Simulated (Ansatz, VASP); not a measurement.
## Two plane-wave programs on SiNi

```
Ni Si
1.0
     4.50369    0.00000    0.00000
     0.00000    4.50369    0.00000
     0.00000    0.00000    4.50369
Ni Si
4 4
Direct
  0.14950 0.14950 0.14950
  0.64950 0.35050 0.85050
  0.85050 0.64950 0.35050
  0.35050 0.85050 0.64950
  0.84683 0.84683 0.84683
  0.34683 0.65317 0.15317
  0.15317 0.34683 0.65317
  0.65317 0.15317 0.34683
```

Alike in both runs: task single point; functional PBE; k mesh 6 × 6 × 6; occupations gaussian, width 0.012 eV; collinear spin.

|  | VASP | Ansatz |
| --- | --- | --- |
| version | VASP 6.6.1 | Ansatz 0.2.0 |
| potentials or method | VASP PAW PBE potentials, release 64 (Ni, Si) | Ansatz PAW |
| plane-wave cutoff (eV) | 520 | 420 |
| valence electrons in the cell | 56 | 88 |

```csv
,VASP,Ansatz,Ansatz less VASP
gap on the k mesh at the Fermi level (eV),none,none,-
pressure (GPa),1.7,1.7,-0.02
rms of the force components (eV/Å),0.015,0.014,-0.0006
net moment per atom (μB),0.00,0.00,0.000
```

Atom by atom the forces differ by 0.002 eV/Å (rms over components). A gap of «none» marks a metal or a gap that the smearing closes. VASP's potentials hold 56 valence electrons a cell and Ansatz's 88, so a difference there can come from the potentials and not from the codes.
